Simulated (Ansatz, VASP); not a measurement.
# Si3N4 in VASP and in Ansatz

Contents of POSCAR:

```
Si3N4
1.0
    0.0000000000      3.8382500000      3.8382500000
    3.8382500000      0.0000000000      3.8382500000
    3.8382500000      3.8382500000      0.0000000000
Si N
6 8
Direct
    0.6250000000      0.6250000000      0.6250000000
    0.1250000000      0.6250000000      0.6250000000
    0.6250000000      0.6250000000      0.1250000000
    0.6250000000      0.1250000000      0.6250000000
    0.0000000000      0.0000000000      0.0000000000
    0.2500000000      0.2500000000      0.2500000000
    0.3824000000      0.3824000000      0.3824000000
    0.3972000000      0.8676000000      0.8676000000
    0.3824000000      0.3824000000      0.8528000000
    0.8676000000      0.3972000000      0.8676000000
    0.8528000000      0.3824000000      0.3824000000
    0.8676000000      0.8676000000      0.8676000000
    0.3824000000      0.8528000000      0.3824000000
    0.8676000000      0.8676000000      0.3972000000
```

INCAR.step1

```
SYSTEM = Si3N4
PREC = Accurate
ENCUT = 660
ISMEAR = 0
SIGMA = 0.01
LREAL = .False.
LASPH = .True.
NELM = 120
GGA = PE
ALGO = Normal
EDIFF = 1E-5
LWAVE = .True.
LCHARG = .False.
GGA_COMPAT = .False.
IBRION = 2
ISIF = 3
EDIFFG = -0.005
NELMIN = 4
NSW = 100
```

INCAR.step2

```
SYSTEM = Si3N4
PREC = Accurate
ENCUT = 660
EDIFF = 1E-7
ISMEAR = 0
SIGMA = 0.01
LREAL = .False.
LASPH = .True.
NELM = 120
ALGO = Normal
ISIF = 3
LWAVE = .False.
LCHARG = .False.
METAGGA = R2SCAN
LMIXTAU = .True.
IBRION = 2
NSW = 80
EDIFFG = -0.002
ISTART = 1
GGA_COMPAT = .False.
NELMIN = 4
```

KPOINTS

```
regular mesh
0
Gamma
  6 6 6
  0 0 0
```

Input for Ansatz:

```yaml
crystal:
  lattice:
    - [0.0, 3.83825, 3.83825]
    - [3.83825, 0.0, 3.83825]
    - [3.83825, 3.83825, 0.0]
  atoms:
    - { symbol: Si, position: [0.625, 0.625, 0.625] }
    - { symbol: Si, position: [0.125, 0.625, 0.625] }
    - { symbol: Si, position: [0.625, 0.625, 0.125] }
    - { symbol: Si, position: [0.625, 0.125, 0.625] }
    - { symbol: Si, position: [0.0, 0.0, 0.0] }
    - { symbol: Si, position: [0.25, 0.25, 0.25] }
    - { symbol: "N", position: [0.3824, 0.3824, 0.3824] }
    - { symbol: "N", position: [0.3972, 0.8676, 0.8676] }
    - { symbol: "N", position: [0.3824, 0.3824, 0.8528] }
    - { symbol: "N", position: [0.8676, 0.3972, 0.8676] }
    - { symbol: "N", position: [0.8528, 0.3824, 0.3824] }
    - { symbol: "N", position: [0.8676, 0.8676, 0.8676] }
    - { symbol: "N", position: [0.3824, 0.8528, 0.3824] }
    - { symbol: "N", position: [0.8676, 0.8676, 0.3972] }
scf:
  occupations: { method: fixed }
output:
  forces: true
  stress: true
  eigenvalues: true
  write_density: true
  write_potential: true
  elf: true
  volumetric_format: npy
hamiltonian:
  xc: r2scan
kpoints:
  mp_grid: { grid: [6, 6, 6] }
basis:
  ecutwfc: 600
relax:
  f_tol: 0.002
  max_steps: 60
  cell: { stress_tol: 0.02 }
```

Alike in both runs: task relaxation of cell and atoms; functional r2SCAN; k mesh 6 × 6 × 6; no spin polarisation.

|  | VASP | Ansatz |
| --- | --- | --- |
| version | VASP 6.6.1 | Ansatz 0.2.0 |
| potentials or method | VASP PAW PBE potentials, release 64 (Si, N), cutoff 660 eV | scalar-relativistic, plane waves, PAW |
| occupations | gaussian, width 0.01 eV | fixed |
| valence electrons in the cell | 64 | 64 |

```csv
,VASP,Ansatz,Ansatz less VASP
"gap on the k mesh at the Fermi level, each at its own relaxed structure (eV)",4.02,4.03,+0.007
relaxed volume (Å³/atom),8.26,8.25,-0.007
relaxed length of the cell vector where the two differ most in proportion (Å),5.468,5.466,-0.0016
```

VASP's potentials were made for PBE, not for r2SCAN.
